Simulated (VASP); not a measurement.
# Cs (Pm-3m) in VASP: further runs

Cs is run at these levels: PBEsol; tasks: single point.

Everything below comes from runs of VASP 6.6.1. Logs are shortened: lines on timing, memory, paths and dates and some standing lists are left out, and cuts for length are marked.

## Step 1: The cell of the first run

It takes space group Pm-3m (No. 221, cubic). The conventional cell has a = 4.735 Å, b = 4.735 Å, c = 4.735 Å, α = 90.00°, β = 90.00°, γ = 90.00°.

## Step 2: Single point, PBEsol (K replaced by Cs, lengths x 1.121, strained)

Input file INCAR:

```
SYSTEM = Cs
PREC     = Accurate       ! precision mode
ENCUT    = 520            ! plane-wave cutoff, eV
EDIFF    = 1E-6           ! SCF threshold, eV
ISMEAR   = 0              ! smearing method
SIGMA    = 0.1            ! smearing width, eV
LREAL    = .False.        ! projectors in reciprocal space
LASPH    = .True.         ! aspherical terms in the spheres
NELM     = 80             ! most SCF steps
ALGO     = Normal         ! electronic algorithm
ISIF     = 2              ! what is computed and relaxed
LWAVE    = .False.        ! write WAVECAR
LCHARG   = .True.         ! write CHGCAR
GGA      = PS             ! functional
LELF     = .True.         ! ELF
LVHAR    = .True.       
NBANDS   = 10             ! bands
```

Input file KPOINTS:

```
Automatic mesh
0
Gamma
  4 4 4
  0 0 0
```

Input file POSCAR:

```
Cs
1.0
    4.7350693352      0.0000000000      0.0000000000
    0.0000000000      4.7350693352      0.0000000000
    0.0000000000      0.0000000000      4.7350693352
Cs
1
Direct
    0.0000000000      0.0000000000      0.0000000000
```

Potentials or basis: VASP PAW PBE potentials, release 64 (Cs_sv).

Run with:

```console
cat potpaw_PBE.64/Cs_sv/POTCAR > POTCAR
mpirun -np 1 vasp_std > vasp.out
```

OUTCAR:

```text
SYSTEM = Cs
   PREC = Accurate
   ENCUT = 520
   EDIFF = 1E-6
   ISMEAR = 0
   LREAL = .False.
   LASPH = .True.
   NELM = 80
   ISIF = 2
   GGA = PS

 ion  position               nearest neighbor table
   1  0.000  0.000  0.000-

  LATTYP: Found a simple cubic cell.
 ALAT       =     4.7350693352

  Lattice vectors:

 A1 = (   4.7350693352,   0.0000000000,   0.0000000000)
 A2 = (   0.0000000000,   4.7350693352,   0.0000000000)
 A3 = (   0.0000000000,   0.0000000000,   4.7350693352)

Analysis of symmetry for initial positions (statically):
=====================================================================
 Subroutine PRICEL returns:
 Original cell was already a primitive cell.

 Routine SETGRP: Setting up the symmetry group for a
 simple cubic supercell.

 Subroutine GETGRP returns: Found 48 space group operations
 (whereof 48 operations were pure point group operations)
 out of a pool of 48 trial point group operations.

The static configuration has the point symmetry O_h .

Analysis of symmetry for dynamics (positions and initial velocities):
=====================================================================
 Subroutine PRICEL returns:
 Original cell was already a primitive cell.

 Routine SETGRP: Setting up the symmetry group for a
 simple cubic supercell.

 Subroutine GETGRP returns: Found 48 space group operations
 (whereof 48 operations were pure point group operations)
 out of a pool of 48 trial point group operations.

The dynamic configuration has the point symmetry O_h .

 Subroutine INISYM returns: Found 48 space group operations
 (whereof 48 operations are pure point group operations),
 and found     1 'primitive' translations

----------------------------------------------------------------------------------------

                                     Primitive cell

  volume of cell :     106.1644

  direct lattice vectors                    reciprocal lattice vectors
     4.735069335  0.000000000  0.000000000     0.211190149  0.000000000  0.000000000
     0.000000000  4.735069335  0.000000000     0.000000000  0.211190149  0.000000000
     0.000000000  0.000000000  4.735069335     0.000000000  0.000000000  0.211190149

  length of vectors
     4.735069335  4.735069335  4.735069335     0.211190149  0.211190149  0.211190149

  position of ions in fractional coordinates (direct lattice)
     0.000000000  0.000000000  0.000000000

  ion indices of the primitive-cell ions
   primitive index   ion index
                 1           1

----------------------------------------------------------------------------------------

 KPOINTS: Automatic mesh

Automatic generation of k-mesh.
 Grid dimensions read from file:
 generate k-points for:    4    4    4

 Generating k-lattice:

  Cartesian coordinates                     Fractional coordinates (reciprocal lattice)
     0.052797537  0.000000000  0.000000000     0.250000000  0.000000000  0.000000000
     0.000000000  0.052797537  0.000000000     0.000000000  0.250000000  0.000000000
     0.000000000  0.000000000  0.052797537     0.000000000  0.000000000  0.250000000

  Length of vectors
     0.052797537  0.052797537  0.052797537

  Shift w.r.t. Gamma in fractional coordinates (k-lattice)
     0.000000000  0.000000000  0.000000000

 Subroutine IBZKPT returns following result:
 ===========================================

 Found     10 irreducible k-points:

 Following reciprocal coordinates:
            Coordinates               Weight
  0.000000  0.000000  0.000000      1.000000
  0.250000  0.000000  0.000000      6.000000
  0.500000  0.000000  0.000000      3.000000
  0.250000  0.250000  0.000000     12.000000
  0.500000  0.250000  0.000000     12.000000
  0.500000  0.500000  0.000000      3.000000
  0.250000  0.250000  0.250000      8.000000
  0.500000  0.250000  0.250000     12.000000
  0.500000  0.500000  0.250000      6.000000
  0.500000  0.500000  0.500000      1.000000
   k-points           NKPTS =     10   k-points in BZ     NKDIM =     10   number of bands    NBANDS=     10
   number of dos      NEDOS =    301   number of ions     NIONS =      1
   total plane-waves  NPLWV =  46656
   dimension x,y,z NGX =    36 NGY =   36 NGZ =   36
   dimension x,y,z NGXF=    72 NGYF=   72 NGZF=   72
   ions per type =               1
   NGX,Y,Z   is equivalent  to a cutoff of  12.64, 12.64, 12.64 a.u.
   NGXF,Y,Z  is equivalent  to a cutoff of  25.28, 25.28, 25.28 a.u.
 SYSTEM =  Cs
   PREC   = accura    normal or accurate (medium, high low for compatibility)
   ISTART =      0    job   : 0-new  1-cont  2-samecut
   ICHARG =      2    charge: 1-file 2-atom 10-const
   ISPIN  =      1    spin polarized calculation?
   LNONCOLLINEAR =      F non collinear calculations
   LSORBIT =      F    spin-orbit coupling
   LASPH  =      T    aspherical Exc in radial PAW
   ENCUT  =  520.0 eV  38.22 Ry    6.18 a.u.   8.80  8.80  8.80*2*pi/ulx,y,z
   NELM   =     80;   NELMIN=  2; NELMDL= -5     # of ELM steps
   EDIFF  = 0.1E-05   stopping-criterion for ELM
   LREAL  =      F    real-space projection
   EDIFFG = 0.1E-04   stopping-criterion for IOM
   NSW    =      0    number of steps for IOM
   IBRION =     -1    ionic relax: 0-MD 1-quasi-New 2-CG
   NFREE  =      0    steps in history (QN), initial steepest desc. (CG)
   ISIF   =      2    stress and relaxation
   ISYM   =      2    0-nonsym 1-usesym 2-fastsym
   POTIM  = 0.5000    time-step for ionic-motion
   TEBEG  =    0.0;   TEEND  =   0.0 temperature during run
   PSTRESS=    0.0 pullay stress
   NELECT =       9.0000    total number of electrons
   NUPDOWN=      -1.0000    fix difference up-down
   EMIN   =  10.00;   EMAX   =-10.00  energy-range for DOS
   EFERMI =   0.00;   METHOD = LEGACY
   ISMEAR =     0;   SIGMA  =   0.10  broadening in eV -4-tet -1-fermi 0-gaus
   EFERMI_NEDOS =   21; number of points for ismear=-14 and -15
   IALGO  =     38    algorithm
   IMIX   =      4    mixing-type and parameters
     AMIX     =   0.40;   BMIX     =  1.00
     AMIX_MAG =   1.60;   BMIX_MAG =  1.00
  volume/ion in A,a.u.               =     106.16       716.43
  Fermi-wavevector in a.u.,A,eV,Ry     =   0.719166  1.359027  7.036935  0.517200
  Thomas-Fermi vector in A             =   1.808292
   LORBIT       =      0    0 simple, 1 ext, 2 COOP (PROOUT), +10 PAW based schemes
   GGA     = PS    functional components
   LHFCALC =     F    Hartree Fock is set to
   AEXX    =    0.0000 exact exchange contribution
   IVDW    =     0    specifies the selected vdW correction
   LEPSILON=     F    determine dielectric tensor
   LRPA    =     F    only Hartree local field effects (RPA)
 non-spin polarized calculation
 Gauss-broadening in eV      SIGMA  =   0.10
  energy-cutoff  :      520.00
  volume of cell :      106.16
 maximum number of plane-waves:      2897
 NGX is ok and might be reduce to    36
   NGX = 17   NGY = 17   NGZ = 17

 number of electron       8.9999996 magnetization

 Free energy of the ion-electron system (eV)
  ---------------------------------------------------
  ext. energy  EPLUGINS =         0.00000000
  ---------------------------------------------------
  free energy    TOTEN  =        -0.85569985 eV

  energy without entropy =       -0.85260201  energy(sigma->0) =       -0.85415093

 E-fermi :   0.7962     XC(G=0):  -5.6822

 val. band max:        0.7719393364   @ k =   0.5000   0.5000   0.0000
 cond. band min:       0.9678214800   @ k =   0.5000   0.2500   0.0000
 fundamental gap:      0.1958821436
 Fermi energy:         0.7961968768

 k-point     1 :       0.0000    0.0000    0.0000
  band No.  band energies     occupation
      1     -23.3861      2.00000
      2     -10.0519      2.00000
      3     -10.0519      2.00000
      4     -10.0519      2.00000
      5      -1.1590      2.00000
      6       1.8893      0.00000
      7       1.8893      0.00000
      8       5.2933      0.00000
      9       5.2933      0.00000
     10       5.2933      0.00000

 k-point     2 :       0.2500    0.0000    0.0000
  band No.  band energies     occupation
      1     -23.3792      2.00000
      2     -10.1938      2.00000
      3     -10.0395      2.00000
      4     -10.0395      2.00000
      5      -0.6069      2.00000
      6       1.9592      0.00000
      7       2.1007      0.00000
      8       4.1756      0.00000
      9       4.1756      0.00000
     10       5.0426      0.00000

 k-point     3 :       0.5000    0.0000    0.0000
  band No.  band energies     occupation
      1     -23.3724      2.00000
      2     -10.3281      2.00000
      3     -10.0271      2.00000
      4     -10.0271      2.00000
      5       0.4003      2.00000
      6       1.1155      0.00001
      7       2.3670      0.00000
      8       3.6252      0.00000
      9       3.6252      0.00000
     10       5.4874      0.00000

 k-point     4 :       0.2500    0.2500    0.0000
  band No.  band energies     occupation
      1     -23.3725      2.00000
      2     -10.1823      2.00000
      3     -10.1733      2.00000
      4     -10.0275      2.00000
      5      -0.0919      2.00000
      6       1.9783      0.00000
      7       2.4126      0.00000
      8       3.2249      0.00000
      9       4.2056      0.00000
     10       4.5566      0.00000

 k-point     5 :       0.5000    0.2500    0.0000
  band No.  band energies     occupation
      1     -23.3657      2.00000
      2     -10.3089      2.00000
      3     -10.1616      2.00000
      4     -10.0153      2.00000
      5       0.9678      0.01522
      6       1.0300      0.00094
      7       2.7602      0.00000
      8       3.0955      0.00000
      9       3.8107      0.00000
     10       4.5823      0.00000

 k-point     6 :       0.5000    0.5000    0.0000
  band No.  band energies     occupation
      1     -23.3589      2.00000
      2     -10.2894      2.00000
      3     -10.2894      2.00000
      4     -10.0035      2.00000
      5       0.7719      1.26844
      6       1.8722      0.00000
      7       2.9186      0.00000
      8       2.9186      0.00000
      9       4.0359      0.00000
     10       4.0359      0.00000

 k-point     7 :       0.2500    0.2500    0.2500
  band No.  band energies     occupation
      1     -23.3658      2.00000
      2     -10.1706      2.00000
      3     -10.1582      2.00000
      4     -10.1582      2.00000
      5       0.3582      2.00000
      6       2.4149      0.00000
      7       2.4149      0.00000
      8       3.0767      0.00000
      9       3.5873      0.00000
     10       3.5873      0.00000

 k-point     8 :       0.5000    0.2500    0.2500
  band No.  band energies     occupation
      1     -23.3590      2.00000
      2     -10.2905      2.00000
      3     -10.1506      2.00000
      4     -10.1431      2.00000
      5       1.0854      0.00004
      6       1.6183      0.00000
      7       2.3049      0.00000
      8       3.2534      0.00000
      9       3.5862      0.00000
     10       4.4082      0.00000

 k-point     9 :       0.5000    0.5000    0.2500
  band No.  band energies     occupation
      1     -23.3524      2.00000
      2     -10.2719      2.00000
      3     -10.2719      2.00000
      4     -10.1319      2.00000
      5       1.0907      0.00003
      6       2.0865      0.00000
      7       2.0865      0.00000
      8       2.9463      0.00000
      9       4.7244      0.00000
     10       4.7247      0.00000

 k-point    10 :       0.5000    0.5000    0.5000
  band No.  band energies     occupation
      1     -23.3458      2.00000
      2     -10.2543      2.00000
      3     -10.2543      2.00000
      4     -10.2543      2.00000
      5       1.5950      0.00000
      6       1.5950      0.00000
      7       1.5950      0.00000
      8       3.7001      0.00000
      9       5.0924      0.00000
     10       5.0924      0.00000

------------------------ aborting loop because EDIFF is reached ----------------------------------------

  FORCE on cell =-STRESS in cart. coord.  units (eV):
  Direction    XX          YY          ZZ          XY          YZ          ZX
  --------------------------------------------------------------------------------------
  -------------------------------------------------------------------------------------
  Total        0.0562752      0.0562752      0.0562752      0.0000000      0.0000000     -0.0000000
  in kB        0.8492749      0.8492749      0.8492749      0.0000000      0.0000000     -0.0000000
  external PRESSURE =       0.8492749 kB  Pullay stress =       0.0000000 kB

 VOLUME and BASIS-vectors are now :
 -----------------------------------------------------------------------------
  energy-cutoff  :      520.00
  volume of cell :      106.16
      direct lattice vectors                 reciprocal lattice vectors
     4.735069335  0.000000000  0.000000000     0.211190149  0.000000000  0.000000000
     0.000000000  4.735069335  0.000000000     0.000000000  0.211190149  0.000000000
     0.000000000  0.000000000  4.735069335     0.000000000  0.000000000  0.211190149

 POSITION                                       TOTAL-FORCE (eV/Angst)
 -----------------------------------------------------------------------------------
      0.00000      0.00000      0.00000         0.000000      0.000000      0.000000
 -----------------------------------------------------------------------------------
    total drift:                                0.000000      0.000000     -0.000000

  FREE ENERGIE OF THE ION-ELECTRON SYSTEM (eV)
  ---------------------------------------------------
  free  energy   TOTEN  =        -0.8556998478 eV

  energy  without entropy=       -0.8526020078  energy(sigma->0) =       -0.85415093
```

It took 7.4 s on 1 thread of Intel Xeon Platinum 8259CL at 2.50GHz (Skylake/Cascade Lake), shared host; peak memory 0.19 GiB.

Results:

```
Free energy : -0.8557 eV
Pressure    : 0.1 GPa
```

Levels at points of the mesh, in eV from the Fermi level:
```csv
k point,band 2,band 3,band 4,band 5,band 6,band 7,band 8,band 9
"(0.00, 0.00, 0.00)",-10.85,-10.85,-10.85,-1.96,1.09,1.09,4.50,4.50
"(0.50, 0.00, 0.00)",-11.12,-10.82,-10.82,-0.40,0.32,1.57,2.83,2.83
"(0.50, 0.50, 0.00)",-11.09,-11.09,-10.80,-0.02,1.08,2.12,2.12,3.24
"(0.50, 0.50, 0.50)",-11.05,-11.05,-11.05,0.80,0.80,0.80,2.90,4.30
```

Caveat: the cell differs from its parent crystal (K replaced by Cs, lengths x 1.121, strained); the PAW data sets were made with another functional, which shifts forces and pressure a little; spin-orbit coupling is left out, which moves the levels of the heavy elements.

## Step 3: Single point, PBEsol (K replaced by Cs, lengths x 1.121, strained)

Input file INCAR:

```
SYSTEM = Cs
PREC = Accurate
ENCUT = 520
EDIFF = 1E-6
ISMEAR = 0
SIGMA = 0.1
LREAL = .FALSE.
LASPH = .TRUE.
NELM = 60
ALGO = Normal
ISIF = 2
LWAVE = .FALSE.
LCHARG = .TRUE.
GGA = PS
LELF = .TRUE.
LVHAR = .TRUE.
NBANDS = 10
```

Input file KPOINTS:

```
regular mesh
0
G
  10 10 10
  0 0 0
```

POSCAR is that of step 2.

Potentials or basis: VASP PAW PBE potentials, release 64 (Cs_sv).

Run with:

```console
cat potpaw_PBE.64/Cs_sv/POTCAR > POTCAR
mpirun -np 1 vasp_std > vasp.out
```

It took 24 s on 1 thread of Intel Xeon Platinum 8259CL at 2.50GHz (Skylake/Cascade Lake), shared host; peak memory 0.22 GiB.

It converged, with:

- Free energy: -0.8388 eV
- Pressure: 0.2 GPa

Levels at points of the mesh, in eV from the Fermi level:
```csv
k point,band 1,band 2,band 3,band 4,band 5,band 6,band 7,band 8,band 9
"(0.00, 0.00, 0.00)",-24.00,-10.67,-10.67,-10.67,-1.79,1.26,1.26,4.67,4.67
"(0.50, 0.00, 0.00)",-23.99,-10.95,-10.65,-10.65,-0.23,0.49,1.74,3.00,3.00
"(0.50, 0.50, 0.00)",-23.98,-10.91,-10.91,-10.62,0.15,1.24,2.29,2.29,3.41
"(0.50, 0.50, 0.50)",-23.96,-10.87,-10.87,-10.87,0.97,0.97,0.97,3.08,4.46
```

Caveat: the cell differs from its parent crystal (K replaced by Cs, lengths x 1.121, strained); the PAW data sets were made with another functional, which shifts forces and pressure a little; spin-orbit coupling is left out, which moves the levels of the heavy elements.
